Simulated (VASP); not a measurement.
Wanted: the native input for a VASP 6.6.1 run.

- Task: single point
- Functional: PBE
- Potentials or basis: VASP PAW PBE potentials, release 64 (Hg_sv_GW)
- Cutoff: 550 eV
- k mesh: 18 × 18 × 18
- Occupations: gaussian, width 0.15 eV
- Spin: no spin polarisation
- Dipole correction: no
- Further INCAR settings: ALGO = Normal; EDIFF = 1e-06; NBANDS = 16

The structure of Hg lies in POSCAR:

```
Hg
1.0
    1.6608004371      0.9588635794      2.0552800000
   -1.6608004371      0.9588635794      2.0552800000
    0.0000000000     -1.9177271588      2.0552800000
Hg
1
Direct
    0.0000000000      0.0000000000      0.0000000000
```

This cell differs from its parent crystal: strain -0.040 along x and y, -0.080 along z.

One way to write it, as run:

INCAR

```
ALGO = Normal
EDIFF = 1E-6
ENCUT = 550
GGA = PE
GGA_COMPAT = F
ISIF = 2
ISMEAR = 0
LASPH = T
LCHARG = T
LELF = T
LREAL = F
LVHAR = T
LWAVE = F
NBANDS = 16
NELM = 120
PREC = Accurate
SIGMA = 0.15
```

KPOINTS

```
k-points
0
Gamma
  18 18 18
```

Potentials or basis: VASP PAW PBE potentials, release 64 (Hg_sv_GW).

Command:

```console
$ cat potpaw_PBE.64/Hg_sv_GW/POTCAR > POTCAR
$ mpirun -np 1 vasp_std > vasp.out
```

Results of the run:

* Pressure: 23.5 GPa
* Band gap on the k mesh: zero (bands 10 and 11 overlap by 3.98 eV)

Caveat: the cell differs from its parent crystal (strain -0.040 along x and y, -0.080 along z); the stress differs along the axes, from 21 to 29 GPa; spin-orbit coupling is left out, which moves the levels of the heavy elements.

Wall time 3.8 min on 1 thread of AMD EPYC 7R43 64-Core Processor (Zen 3) (shared host), peak memory 0.31 GiB.
